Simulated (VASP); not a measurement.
Wanted: the native input for a VASP 6.6.1 run.

| Quantity | Value |
| --- | --- |
| Task | single point |
| Functional | PBE |
| Potentials or basis | VASP PAW PBE potentials, release 64 (Mg_sv, O) |
| Cutoff | 840 eV |
| k mesh | 10 × 10 × 10 |
| Occupations | gaussian, width 0.05 eV |
| Spin | no spin polarisation |
| Dipole correction | no |
| Further INCAR settings | ALGO = Normal; EDIFF = 1e-06; NBANDS = 15 |

The structure of MgO lies in POSCAR:

```
MgO
1.0
   -0.1020800456      2.0853495038      2.0853495038
    2.0853495038     -0.1020800456      2.0853495038
    2.0853495038      2.0853495038     -0.1020800456
Mg O
1 1
Direct
    0.0000000000      0.0000000000      0.0000000000
    0.5000000000      0.5000000000      0.5000000000
```

This cell differs from its parent crystal: ratio of the length along [111] to the lengths across it x 0.93, volume and fractional coordinates fixed.

The input as run:

INCAR

```
SYSTEM = MgO
  PREC = Accurate
  ENCUT = 840
  EDIFF = 1E-6
  ISMEAR = 0
  SIGMA = 0.05
  LREAL = .False.
  LASPH = .True.
  NELM = 120
  ALGO = Normal
  ISIF = 2
  LWAVE = .False.
  LCHARG = .True.
  GGA = PE
  LELF = .True.
  LVHAR = .True.
  NBANDS = 15
  GGA_COMPAT = .False.
```

KPOINTS

```
Automatic mesh
0
Gamma
  10 10 10
  0 0 0
```

Potentials or basis: VASP PAW PBE potentials, release 64 (Mg_sv, O).

Run with:

```sh
$ cat potpaw_PBE.64/Mg_sv/POTCAR potpaw_PBE.64/O/POTCAR > POTCAR
$ mpirun -np 1 vasp_std > vasp.out
```

It gave:

The pressure is -1.6 GPa and the band gap on the k mesh is 3.96 eV.

Wall time 47 s on 1 thread of Intel(R) Xeon(R) Platinum 8259CL CPU @ 2.50GHz (Skylake/Cascade Lake), with other jobs on the host, peak memory 0.2 GiB.
